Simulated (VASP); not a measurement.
In, 1 atom in the cell. It takes space group I4/mmm (No. 139, tetragonal). Conventional cell: a = 3.252 Å, b = 3.252 Å, c = 4.946 Å, α = 90.00°, β = 90.00°, γ = 90.00°. In (site symmetry 4/mmm) has 12 In at 3.25 to 3.38 Å within 4.3 Å. 

| Quantity | Value |
| --- | --- |
| Program | VASP 6.6.1 |
| Task | relaxation of cell and atoms |
| Functional | PBE |
| Potentials or basis | VASP PAW PBE potentials, release 64 (In_d) |
| Cutoff | 600 eV |
| k mesh | 18 × 18 × 18 |
| Occupations | gaussian, width 0.05 eV |
| Spin | no spin polarisation |
| Dipole correction | no |
| Further INCAR settings | ALGO = Fast; EDIFF = 1e-06; IBRION = 2; EDIFFG = -0.01; NSW = 80; ISIF = 3 |

Potentials or basis: VASP PAW PBE potentials, release 64 (In_d).

Command:

```bash
$ cat potpaw_PBE.64/In_d/POTCAR > POTCAR
$ mpirun -np 1 vasp_std > vasp.out
```

Hardware: 1 thread of Intel Xeon 8259CL (shared host).

Estimate the wall time of this run.

Run time: 50 min on 1 thread of Intel Xeon 8259CL (shared host), peak memory 0.32 GiB. Counts: scf iterations 106, k points 480, ion steps 15.
